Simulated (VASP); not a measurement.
Runs of VASP 6.6.1 on SiO2. The structure is that of space group P4_2/mnm (No. 136), or close to it. The cells are those of the table. 

```tsv
task	spin	cell	gap on the mesh (eV)	pressure (GPa)	largest force (eV/Å)
electric field gradients	off	a = 4.180, b = 4.180, c = 2.668 Å, 6 atoms	5.61	11.0	0.24
single point	off	a = 4.180, b = 4.180, c = 2.668 Å, 6 atoms	5.61	11.0	0.24
electric field gradients	off	a = 4.306, b = 4.306, c = 2.668 Å, 6 atoms	4.69	(a)	0.39
electric field gradients	collinear, ferromagnetic start	a = 4.180, b = 4.180, c = 2.668 Å, 6 atoms	5.61	11.0	0.24
```

Alike in all rows: level PBE; potentials or basis VASP PAW PBE potentials, release 64 (Si, O); k mesh 6 × 6 × 9; cutoff (eV) 520; smearing fermi-dirac 0.03 eV.

Fill in the values left out.

(a) -5.6.

Caveats: an odd mesh through Γ misses points on the zone boundary, where band edges can lie; the cell stands under pressure (at least some runs); the cell stands under tension (at least some runs).
